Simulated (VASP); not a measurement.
# Sn (I4_1/amd) in VASP: single point with PBE

Aim: the single point of Sn with PBE.

Program: VASP 6.6.1. These are calculated values, not measurements. Logs are shortened: lines on timing, memory, paths and dates and some standing lists are left out, and cuts for length are marked.

### Step 1. The cell of the first run

The structure is tetragonal, space group I4_1/amd (No. 141). Conventional cell: a = 5.880 Å, b = 5.880 Å, c = 3.199 Å, α = 90.00°, β = 90.00°, γ = 90.00°. Within 4.0 Å of Sn (site symmetry -4m2) lie 10 Sn at 3.05 to 3.79 Å.

### Step 2. Single point, PBE

INCAR

```
ALGO = Fast ; EDIFF = 1E-6
ENCUT = 520 ; GGA = PE
ISIF = 2 ; ISMEAR = 0
LASPH = True ; LCHARG = True
LELF = True ; LREAL = False
LVHAR = True ; LWAVE = False
NBANDS = 21 ; NELM = 100
PREC = Accurate ; SIGMA = 0.15
```

KPOINTS

```
k-points
0
Gamma
  18 18 18
```

POSCAR

```
Sn
1.0
   -2.9401404553      2.9401404553      1.5993019889
    2.9401404553     -2.9401404553      1.5993019889
    2.9401404553      2.9401404553     -1.5993019889
Sn
2
Direct
    0.7500000000      0.2500000000      0.5000000000
    0.0000000000      0.0000000000      0.0000000000
```

Potentials or basis: VASP PAW PBE potentials, release 64 (Sn_d).

Run with:

```sh
$ cat potpaw_PBE.64/Sn_d/POTCAR > POTCAR
$ mpirun -np 1 vasp_std > vasp.out
```

OUTCAR:

```text
EDIFF = 1E-6
   ENCUT = 520
   GGA = PE
   ISIF = 2
   ISMEAR = 0
   LASPH = True
   LREAL = False
   NELM = 100
   PREC = Accurate

 ion  position               nearest neighbor table
   1  0.750  0.250  0.500-   2 3.05   2 3.05   2 3.05   2 3.05
   2  0.000  0.000  0.000-   1 3.05   1 3.05   1 3.05   1 3.05

  LATTYP: Found a body centered tetragonal cell.
 ALAT       =     5.8802809106
 C/A-ratio  =     0.5439542815

  Lattice vectors:

 A1 = (  -2.9401404553,   2.9401404553,   1.5993019889)
 A2 = (   2.9401404553,  -2.9401404553,   1.5993019889)
 A3 = (   2.9401404553,   2.9401404553,  -1.5993019889)

Analysis of symmetry for initial positions (statically):
=====================================================================
 Subroutine PRICEL returns:
 Original cell was already a primitive cell.

 Routine SETGRP: Setting up the symmetry group for a
 body centered tetragonal supercell.

 Subroutine GETGRP returns: Found 16 space group operations
 (whereof  8 operations were pure point group operations)
 out of a pool of 16 trial point group operations.

The static configuration has the point symmetry D_2d.
 The point group associated with its full space group is D_4h.

Analysis of symmetry for dynamics (positions and initial velocities):
=====================================================================
 Subroutine PRICEL returns:
 Original cell was already a primitive cell.

 Routine SETGRP: Setting up the symmetry group for a
 body centered tetragonal supercell.

 Subroutine GETGRP returns: Found 16 space group operations
 (whereof  8 operations were pure point group operations)
 out of a pool of 16 trial point group operations.

The dynamic configuration has the point symmetry D_2d.
 The point group associated with its full space group is D_4h.

 Subroutine INISYM returns: Found 16 space group operations
 (whereof  8 operations are pure point group operations),
 and found     1 'primitive' translations

----------------------------------------------------------------------------------------

                                     Primitive cell

  volume of cell :      55.3002

  direct lattice vectors                    reciprocal lattice vectors
    -2.940140455  2.940140455  1.599301989     0.000000000  0.170059903  0.312636390
     2.940140455 -2.940140455  1.599301989     0.170059903  0.000000000  0.312636390
[... 77 lines left out ...]
   ISTART =      0    job   : 0-new  1-cont  2-samecut
   ICHARG =      2    charge: 1-file 2-atom 10-const
   ISPIN  =      1    spin polarized calculation?
   LNONCOLLINEAR =      F non collinear calculations
   LSORBIT =      F    spin-orbit coupling
   LASPH  =      T    aspherical Exc in radial PAW
   ENCUT  =  520.0 eV  38.22 Ry    6.18 a.u.   8.28  8.28  8.28*2*pi/ulx,y,z
   NELM   =    100;   NELMIN=  2; NELMDL= -5     # of ELM steps
   EDIFF  = 0.1E-05   stopping-criterion for ELM
   LREAL  =      F    real-space projection
   EDIFFG = 0.1E-04   stopping-criterion for IOM
   NSW    =      0    number of steps for IOM
   IBRION =     -1    ionic relax: 0-MD 1-quasi-New 2-CG
   NFREE  =      0    steps in history (QN), initial steepest desc. (CG)
   ISIF   =      2    stress and relaxation
   ISYM   =      2    0-nonsym 1-usesym 2-fastsym
   POTIM  = 0.5000    time-step for ionic-motion
   TEBEG  =    0.0;   TEEND  =   0.0 temperature during run
   PSTRESS=    0.0 pullay stress
   NELECT =      28.0000    total number of electrons
   NUPDOWN=      -1.0000    fix difference up-down
   EMIN   =  10.00;   EMAX   =-10.00  energy-range for DOS
   EFERMI =   0.00;   METHOD = LEGACY
   ISMEAR =     0;   SIGMA  =   0.15  broadening in eV -4-tet -1-fermi 0-gaus
   EFERMI_NEDOS =   21; number of points for ismear=-14 and -15
   IALGO  =     68    algorithm
   IMIX   =      4    mixing-type and parameters
     AMIX     =   0.40;   BMIX     =  1.00
     AMIX_MAG =   1.60;   BMIX_MAG =  1.00
  volume/ion in A,a.u.               =      27.65       186.59
  Fermi-wavevector in a.u.,A,eV,Ry     =   1.304824  2.465760 23.164816  1.702566
  Thomas-Fermi vector in A             =   2.435734
   LORBIT       =      0    0 simple, 1 ext, 2 COOP (PROOUT), +10 PAW based schemes
   GGA     = PE    functional components
   LHFCALC =     F    Hartree Fock is set to
   AEXX    =    0.0000 exact exchange contribution
   IVDW    =     0    specifies the selected vdW correction
   LEPSILON=     F    determine dielectric tensor
   LRPA    =     F    only Hartree local field effects (RPA)
 non-spin polarized calculation
 RMM-DIIS sequential band-by-band and
 Gauss-broadening in eV      SIGMA  =   0.15
  energy-cutoff  :      520.00
  volume of cell :       55.30
 maximum number of plane-waves:      1508
 NGX is ok and might be reduce to    36
   NGX = 17   NGY = 17   NGZ = 17

 number of electron      27.9999989 magnetization

 Free energy of the ion-electron system (eV)
  ---------------------------------------------------
  ext. energy  EPLUGINS =         0.00000000
  ---------------------------------------------------
  free energy    TOTEN  =        -7.60902578 eV

  energy without entropy =       -7.59728864  energy(sigma->0) =       -7.60315721

 E-fermi :   7.7397     XC(G=0): -10.2175

 val. band max:        7.7384843766   @ k =   0.4444   0.3333   0.0000
 cond. band min:       7.7417113676   @ k =  -0.2222   0.2778   0.2222
 fundamental gap:      0.0032269909
 Fermi energy:         7.7397321456

 k-point     1 :       0.0000    0.0000    0.0000
  band No.  band energies     occupation
      1     -13.8856      2.00000
      2     -13.8082      2.00000
      3     -13.7653      2.00000
      4     -13.7557      2.00000
      5     -13.6141      2.00000
      6     -13.6140      2.00000
[... 565 lines left out ...]
     20      16.0455      0.00000
     21      16.1887      0.00000

 [... further k-points ...]
[... 5 lines left out ...]
  --------------------------------------------------------------------------------------
  -------------------------------------------------------------------------------------
  Total        0.4658838      0.4658838      0.4239378      0.0000000      0.0000000      0.0000000
  in kB       13.4977559     13.4977559     12.2824800      0.0000000      0.0000000      0.0000000
  external PRESSURE =      13.0926640 kB  Pullay stress =       0.0000000 kB

 VOLUME and BASIS-vectors are now :
 -----------------------------------------------------------------------------
  energy-cutoff  :      520.00
  volume of cell :       55.30
      direct lattice vectors                 reciprocal lattice vectors
    -2.940140455  2.940140455  1.599301989     0.000000000  0.170059903  0.312636390
     2.940140455 -2.940140455  1.599301989     0.170059903  0.000000000  0.312636390
     2.940140455  2.940140455 -1.599301989     0.170059903  0.170059903  0.000000000

 POSITION                                       TOTAL-FORCE (eV/Angst)
 -----------------------------------------------------------------------------------
      0.00000      2.94014      0.79965         0.000000     -0.000000      0.000000
      0.00000      0.00000      0.00000        -0.000000      0.000000     -0.000000
 -----------------------------------------------------------------------------------
    total drift:                               -0.000000      0.000000     -0.000000

  FREE ENERGIE OF THE ION-ELECTRON SYSTEM (eV)
  ---------------------------------------------------
  free  energy   TOTEN  =        -7.6090257764 eV

  energy  without entropy=       -7.5972886445  energy(sigma->0) =       -7.60315721
```

stdout:

```text
POSCAR found type information on POSCAR Sn
 POSCAR found :  1 types and       2 ions
 scaLAPACK will be used
 LDA part: xc-table for (Slater+PW92), standard interpolation
 POSCAR, INCAR and KPOINTS ok, starting setup
 FFT: planning ... GRIDC
 FFT: planning ... GRID_SOFT
 FFT: planning ... GRID
 WAVECAR not read
 entering main loop
WARNING in EDDRMM: call to ZHEGV failed, returncode =   8  4     20
WARNING in EDDRMM: call to ZHEGV failed, returncode =   8  4     19
WARNING in EDDRMM: call to ZHEGV failed, returncode =   6  3     19
WARNING in EDDRMM: call to ZHEGV failed, returncode =   6  3     17
WARNING in EDDRMM: call to ZHEGV failed, returncode =   8  4     19
WARNING in EDDRMM: call to ZHEGV failed, returncode =   6  3     19
WARNING in EDDRMM: call to ZHEGV failed, returncode =   6  3     20
WARNING in EDDRMM: call to ZHEGV failed, returncode =   6  3     19
WARNING in EDDRMM: call to ZHEGV failed, returncode =   8  4     19
```

Wall time 23 min (1 thread of Oxide Virtual Turin-like, shared host); peak memory 0.5 GiB.

Results:

```
Free energy            : -7.6090 eV
Pressure               : 1.3 GPa
Band gap on the k mesh : zero (band 14 reaches 9.29 eV, above the bottom of band 15 at 5.01 eV)
```

Caveat: spin-orbit coupling is left out, which moves the levels of the heavy elements.
